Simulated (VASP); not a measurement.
# Tl (I4/mmm) in VASP: further runs

The runs below take Tl through single point, with LDA.

Everything below comes from runs of VASP 6.6.1. Logs are shortened: lines on timing, memory, paths and dates and some standing lists are left out, and cuts for length are marked.

**1. The cell of the first run**

It takes space group I4/mmm (No. 139, tetragonal). Conventional cell: a = 3.921 Å, b = 3.921 Å, c = 3.882 Å, α = 90.00°, β = 90.00°, γ = 90.00°. Within 4.4 Å of Tl (site symmetry 4/mmm) lie 14 Tl at 3.38 to 3.92 Å.

This isn't the form of Tl at room conditions, which is hcp.

**2. Single point, LDA (equal xx and yy strain of +1 %)**

Input file INCAR:

```
PREC = Accurate
ENCUT = 520
EDIFF = 1E-7
ISMEAR = -1
SIGMA = 0.05
LREAL = False
LASPH = True
NELM = 100
ALGO = Normal
ISIF = 2
LWAVE = False
LCHARG = False
GGA = CA
NBANDS = 12
```

Input file KPOINTS:

```
regular mesh
0
Gamma
  13 13 13
```

Input file POSCAR:

```
Tl
1.0
   -1.9604100000      1.9604100000      1.9410000000
    1.9604100000     -1.9604100000      1.9410000000
    1.9604100000      1.9604100000     -1.9410000000
Tl
1
Direct
    0.0000000000      0.0000000000      0.0000000000
```

Potentials or basis: VASP PAW LDA potentials, release 64 (Tl_d).

The run is started by

```console
> cat potpaw_LDA.64/Tl_d/POTCAR > POTCAR
> mpirun -np 1 vasp_std > vasp.out
```

OUTCAR:

```text
PREC = Accurate
   ENCUT = 520
   EDIFF = 1E-7
   ISMEAR = -1
   LREAL = False
   LASPH = True
   NELM = 100
   ISIF = 2
   GGA = CA

 ion  position               nearest neighbor table
   1  0.000  0.000  0.000-

  LATTYP: Found a body centered tetragonal cell.
 ALAT       =     3.9208200000
 C/A-ratio  =     0.9900990099

  Lattice vectors:

 A1 = (  -1.9604100000,   1.9604100000,   1.9410000000)
 A2 = (   1.9604100000,  -1.9604100000,   1.9410000000)
 A3 = (   1.9604100000,   1.9604100000,  -1.9410000000)

Analysis of symmetry for initial positions (statically):
=====================================================================
 Subroutine PRICEL returns:
 Original cell was already a primitive cell.

 Routine SETGRP: Setting up the symmetry group for a
 body centered tetragonal supercell.

 Subroutine GETGRP returns: Found 16 space group operations
 (whereof 16 operations were pure point group operations)
 out of a pool of 16 trial point group operations.

The static configuration has the point symmetry D_4h.

Analysis of symmetry for dynamics (positions and initial velocities):
=====================================================================
 Subroutine PRICEL returns:
 Original cell was already a primitive cell.

 Routine SETGRP: Setting up the symmetry group for a
 body centered tetragonal supercell.

 Subroutine GETGRP returns: Found 16 space group operations
 (whereof 16 operations were pure point group operations)
 out of a pool of 16 trial point group operations.

The dynamic configuration has the point symmetry D_4h.

 Subroutine INISYM returns: Found 16 space group operations
 (whereof 16 operations are pure point group operations),
 and found     1 'primitive' translations

----------------------------------------------------------------------------------------

                                     Primitive cell

  volume of cell :      29.8387

  direct lattice vectors                    reciprocal lattice vectors
    -1.960410000  1.960410000  1.941000000     0.000000000  0.255048689  0.257599176
     1.960410000 -1.960410000  1.941000000     0.255048689  0.000000000  0.257599176
     1.960410000  1.960410000 -1.941000000     0.255048689  0.255048689  0.000000000

  length of vectors
     3.384360462  3.384360462  3.384360462     0.362501268  0.362501268  0.360693315

  position of ions in fractional coordinates (direct lattice)
     0.000000000  0.000000000  0.000000000

  ion indices of the primitive-cell ions
   primitive index   ion index
                 1           1

----------------------------------------------------------------------------------------

 KPOINTS: regular mesh

Automatic generation of k-mesh.
 Grid dimensions read from file:
 generate k-points for:   13   13   13

 Generating k-lattice:

  Cartesian coordinates                     Fractional coordinates (reciprocal lattice)
     0.000000000  0.019619130  0.019815321     0.076923077  0.000000000  0.000000000
     0.019619130  0.000000000  0.019815321     0.000000000  0.076923077  0.000000000
     0.019619130  0.019619130  0.000000000     0.000000000  0.000000000  0.076923077

  Length of vectors
     0.027884713  0.027884713  0.027745640

  Shift w.r.t. Gamma in fractional coordinates (k-lattice)
     0.000000000  0.000000000  0.000000000

 Subroutine IBZKPT returns following result:
 ===========================================

 Found    196 irreducible k-points:

 Following reciprocal coordinates:
            Coordinates               Weight
  0.000000  0.000000  0.000000      1.000000
  0.076923 -0.000000  0.000000      8.000000
  0.153846 -0.000000  0.000000      8.000000
  0.230769 -0.000000  0.000000      8.000000
  0.307692 -0.000000  0.000000      8.000000
  0.384615 -0.000000  0.000000      8.000000
[... 16 lines left out ...]
  0.384615  0.153846  0.000000     16.000000
  0.461538  0.153846  0.000000     16.000000
 [... further k-points ...]
   k-points           NKPTS =    196   k-points in BZ     NKDIM =    196   number of bands    NBANDS=     12
   number of dos      NEDOS =    301   number of ions     NIONS =      1
   total plane-waves  NPLWV =  21952
   dimension x,y,z NGX =    28 NGY =   28 NGZ =   28
   dimension x,y,z NGXF=    56 NGYF=   56 NGZF=   56
   ions per type =               1
   NGX,Y,Z   is equivalent  to a cutoff of  13.75, 13.75, 13.75 a.u.
   NGXF,Y,Z  is equivalent  to a cutoff of  27.51, 27.51, 27.51 a.u.
 SYSTEM =  unknown system
   PREC   = accura    normal or accurate (medium, high low for compatibility)
   ISTART =      0    job   : 0-new  1-cont  2-samecut
   ICHARG =      2    charge: 1-file 2-atom 10-const
   ISPIN  =      1    spin polarized calculation?
   LNONCOLLINEAR =      F non collinear calculations
   LSORBIT =      F    spin-orbit coupling
   LASPH  =      T    aspherical Exc in radial PAW
   ENCUT  =  520.0 eV  38.22 Ry    6.18 a.u.   6.29  6.29  6.29*2*pi/ulx,y,z
   NELM   =    100;   NELMIN=  2; NELMDL= -5     # of ELM steps
   EDIFF  = 0.1E-06   stopping-criterion for ELM
   LREAL  =      F    real-space projection
   EDIFFG = 0.1E-05   stopping-criterion for IOM
   NSW    =      0    number of steps for IOM
   IBRION =     -1    ionic relax: 0-MD 1-quasi-New 2-CG
   NFREE  =      0    steps in history (QN), initial steepest desc. (CG)
   ISIF   =      2    stress and relaxation
   ISYM   =      2    0-nonsym 1-usesym 2-fastsym
   POTIM  = 0.5000    time-step for ionic-motion
   TEBEG  =    0.0;   TEEND  =   0.0 temperature during run
   PSTRESS=    0.0 pullay stress
   NELECT =      13.0000    total number of electrons
   NUPDOWN=      -1.0000    fix difference up-down
   EMIN   =  10.00;   EMAX   =-10.00  energy-range for DOS
   EFERMI =   0.00;   METHOD = LEGACY
   ISMEAR =    -1;   SIGMA  =   0.05  broadening in eV -4-tet -1-fermi 0-gaus
   EFERMI_NEDOS =   21; number of points for ismear=-14 and -15
   IALGO  =     38    algorithm
   IMIX   =      4    mixing-type and parameters
     AMIX     =   0.40;   BMIX     =  1.00
     AMIX_MAG =   1.60;   BMIX_MAG =  1.00
  volume/ion in A,a.u.               =      29.84       201.36
  Fermi-wavevector in a.u.,A,eV,Ry     =   1.241070  2.345282 20.956427  1.540254
  Thomas-Fermi vector in A             =   2.375483
   LORBIT       =      0    0 simple, 1 ext, 2 COOP (PROOUT), +10 PAW based schemes
   GGA     = CA    functional components
   LHFCALC =     F    Hartree Fock is set to
   AEXX    =    0.0000 exact exchange contribution
   IVDW    =     0    specifies the selected vdW correction
   LEPSILON=     F    determine dielectric tensor
   LRPA    =     F    only Hartree local field effects (RPA)
 non-spin polarized calculation
  energy-cutoff  :      520.00
  volume of cell :       29.84
 maximum number of plane-waves:       824
 NGX is ok and might be reduce to    28
   NGX = 13   NGY = 13   NGZ = 13

 number of electron      13.0000004 magnetization

 Free energy of the ion-electron system (eV)
  ---------------------------------------------------
  ext. energy  EPLUGINS =         0.00000000
  ---------------------------------------------------
  free energy    TOTEN  =        -2.90552132 eV

  energy without entropy =       -2.89985513  energy(sigma->0) =       -2.90268823

 E-fermi :   5.8070     XC(G=0): -10.2978

 val. band max:        5.7858044828   @ k =  -0.3077   0.4615   0.0769
 cond. band min:       5.8108716494   @ k =  -0.1538   0.3846   0.1538
 fundamental gap:      0.0250671666
 Fermi energy:         5.8070445441

 k-point     1 :       0.0000    0.0000    0.0000
  band No.  band energies     occupation
      1      -5.7258      2.00000
      2      -5.7137      2.00000
      3      -5.7137      2.00000
      4      -5.3269      2.00000
      5      -5.3152      2.00000
      6      -3.9337      2.00000
      7      16.1289      0.00000
      8      16.1289      0.00000
      9      16.2144      0.00000
     10      18.0671      0.00000
     11      18.0671      0.00000
     12      18.1820      0.00000

 k-point     2 :       0.0769   -0.0000    0.0000
  band No.  band energies     occupation
      1      -5.7302      2.00000
      2      -5.7067      2.00000
      3      -5.6842      2.00000
      4      -5.3314      2.00000
      5      -5.3211      2.00000
      6      -3.8041      2.00000
      7      14.8620      0.00000
      8      15.6613      0.00000
      9      15.8934      0.00000
     10      17.5787      0.00000
     11      17.9346      0.00000
     12      18.0930      0.00000

 k-point     3 :       0.1538   -0.0000    0.0000
  band No.  band energies     occupation
      1      -5.7567      2.00000
      2      -5.6980      2.00000
      3      -5.5867      2.00000
      4      -5.3539      2.00000
      5      -5.3231      2.00000
      6      -3.4072      2.00000
      7      12.3936      0.00000
      8      14.6335      0.00000
      9      15.1651      0.00000
     10      16.9054      0.00000
     11      17.6441      0.00000
     12      18.3410      0.00000
[... 286 lines left out ...]
 k-point    23 :       0.3846    0.1538    0.0000
  band No.  band energies     occupation
      1      -5.8558      2.00000
      2      -5.7455      2.00000
      3      -5.3644      2.00000
      4      -5.3430      2.00000
      5      -5.1458      2.00000
      6       0.8009      2.00000
      7       4.0435      2.00000
      8       9.1039      0.00000
      9      12.2092      0.00000
     10      16.9027      0.00000
     11      19.5773      0.00000
     12      20.3444      0.00000

 k-point    24 :       0.4615    0.1538    0.0000
  band No.  band energies     occupation
      1      -5.8548      2.00000
      2      -5.7457      2.00000
      3      -5.3594      2.00000
      4      -5.3487      2.00000
      5      -5.1465      2.00000
      6       0.7833      2.00000
      7       4.0667      2.00000
      8       9.0921      0.00000
      9      12.2246      0.00000
     10      16.8941      0.00000
     11      19.5941      0.00000
     12      20.6564      0.00000

 [... further k-points ...]

------------------------ aborting loop because EDIFF is reached ----------------------------------------

  FORCE on cell =-STRESS in cart. coord.  units (eV):
  Direction    XX          YY          ZZ          XY          YZ          ZX
  --------------------------------------------------------------------------------------
  -------------------------------------------------------------------------------------
  Total       -0.5453009     -0.5453009     -0.5782035      0.0000000     -0.0000000      0.0000000
  in kB      -29.2797542    -29.2797542    -31.0464486      0.0000000     -0.0000000      0.0000000
  external PRESSURE =     -29.8686524 kB  Pullay stress =       0.0000000 kB

 VOLUME and BASIS-vectors are now :
 -----------------------------------------------------------------------------
  energy-cutoff  :      520.00
  volume of cell :       29.84
      direct lattice vectors                 reciprocal lattice vectors
    -1.960410000  1.960410000  1.941000000     0.000000000  0.255048689  0.257599176
     1.960410000 -1.960410000  1.941000000     0.255048689  0.000000000  0.257599176
     1.960410000  1.960410000 -1.941000000     0.255048689  0.255048689  0.000000000

 POSITION                                       TOTAL-FORCE (eV/Angst)
 -----------------------------------------------------------------------------------
      0.00000      0.00000      0.00000        -0.000000     -0.000000      0.000000
 -----------------------------------------------------------------------------------
    total drift:                               -0.000000     -0.000000     -0.000000

  FREE ENERGIE OF THE ION-ELECTRON SYSTEM (eV)
  ---------------------------------------------------
  free  energy   TOTEN  =        -2.9055213233 eV

  energy  without entropy=       -2.8998551342  energy(sigma->0) =       -2.90268823
```

It took 100 s on 1 thread of Intel Xeon 8259CL, shared host; peak memory 0.19 GiB.

What came out:

```
Free energy            : -2.9055 eV
Pressure               : -3.0 GPa
Band gap on the k mesh : zero (an odd number of electrons rules out a gap without spin polarisation)
```

Stress tensor (GPa, compression positive):
```
-2.93  0.00  0.00
 0.00 -2.93  0.00
 0.00  0.00 -3.10
```

Levels at points of the mesh, in eV from the Fermi level:
```tsv
k point	band 3	band 4	band 5	band 6	band 7	band 8	band 9	band 10
(0.00, 0.00, 0.00)	-11.52	-11.13	-11.12	-9.74	10.32	10.32	10.41	12.26
```

Caveat: the cell differs from its parent crystal (equal xx and yy strain of +1 %); spin-orbit coupling is left out, which moves the levels of the heavy elements.

**3. Single point, LDA (equal xx and yy strain of +2 %)**

Input file INCAR:

```
ALGO = Normal ; EDIFF = 1E-7
ENCUT = 520 ; GGA = CA
ISIF = 2 ; ISMEAR = -1
LASPH = True ; LCHARG = False
LREAL = False ; LWAVE = False
NBANDS = 12 ; NELM = 80
PREC = Accurate ; SIGMA = 0.05
```

Input file KPOINTS:

```
k-points
0
Gamma
  13 13 13
```

Input file POSCAR:

```
Tl
1.0
   -1.9798200000      1.9798200000      1.9410000000
    1.9798200000     -1.9798200000      1.9410000000
    1.9798200000      1.9798200000     -1.9410000000
Tl
1
Direct
    0.0000000000      0.0000000000      0.0000000000
```

Potentials or basis: VASP PAW LDA potentials, release 64 (Tl_d).

The run is started by

```console
> cat potpaw_LDA.64/Tl_d/POTCAR > POTCAR
> mpirun -np 1 vasp_std > vasp.out
```

It took 92 s on 1 thread of Intel Xeon 8259CL, shared host; peak memory 0.19 GiB.

Results (log left out):

- Free energy: -2.8942 eV
- Pressure: -3.5 GPa
- Band gap on the k mesh: zero (an odd number of electrons rules out a gap without spin polarisation)

Stress tensor (GPa, compression positive):
```
-3.37  0.00  0.00
 0.00 -3.37  0.00
 0.00  0.00 -3.66
```

Levels at points of the mesh, in eV from the Fermi level:
```
           k point  band 2  band 3  band 4  band 5  band 6  band 7  band 8  band 9  band 10  band 11
(0.00, 0.00, 0.00)  -11.49  -11.49  -11.14  -11.11   -9.62   10.08   10.08   10.25    12.18    12.18
```

Caveat: the cell differs from its parent crystal (equal xx and yy strain of +2 %); the cell stands under tension; spin-orbit coupling is left out, which moves the levels of the heavy elements.

The gap in the log of VASP goes by the Fermi energy; the results here count the filled bands.